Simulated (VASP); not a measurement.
Write the native input for VASP 6.6.1 that does the following.

```
Task                   : single point
Functional             : PBEsol
Potentials or basis    : VASP PAW PBE potentials, release 64 (Ga_d, Sb)
Cutoff                 : 520 eV
k mesh                 : 18 × 18 × 18
Occupations            : gaussian, width 0.15 eV
Spin                   : no spin polarisation
Dipole correction      : no
Further INCAR settings : ALGO = Normal; EDIFF = 1e-06; NBANDS = 16
```

The structure of GaSb lies in POSCAR:

```
GaSb
1.0
    0.0000000000      2.9028333923      2.9792237448
    2.9028333923      0.0000000000      2.9792237448
    2.9028333923      2.9028333923      0.0000000000
Ga Sb
1 1
Direct
    0.0000000000      0.0000000000      0.0000000000
    0.7500000000      0.7500000000      0.7500000000
```

This cell differs from its parent crystal: strain -0.050 along x and y, -0.025 along z.

These files were run (other wordings do the same):

INCAR

```
PREC = Accurate
ENCUT = 520
EDIFF = 1E-6
ISMEAR = 0
SIGMA = 0.15
LREAL = False
LASPH = True
NELM = 100
ALGO = Normal
ISIF = 2
LWAVE = False
LCHARG = True
GGA = PS
LELF = True
LVHAR = True
NBANDS = 16
```

KPOINTS

```
regular mesh
0
Gamma
  18 18 18
```

Potentials or basis: VASP PAW PBE potentials, release 64 (Ga_d, Sb).

Command:

```sh
$ cat potpaw_PBE.64/Ga_d/POTCAR potpaw_PBE.64/Sb/POTCAR > POTCAR
$ mpirun -np 1 vasp_std > vasp.out
```

Results of the run:

The pressure is 9.1 GPa and the band gap on the k mesh is 0.45 eV (least direct gap 0.91 eV).

Caveat: the cell differs from its parent crystal (strain -0.050 along x and y, -0.025 along z); the cell stands under pressure; the PAW data sets were made with another functional, which shifts forces and pressure a little; spin-orbit coupling is left out, which moves the levels of the heavy elements.

It took 98 s on 1 thread of Intel(R) Xeon(R) 6975P-C (Granite Rapids), on a shared host, peak memory 0.5 GiB.
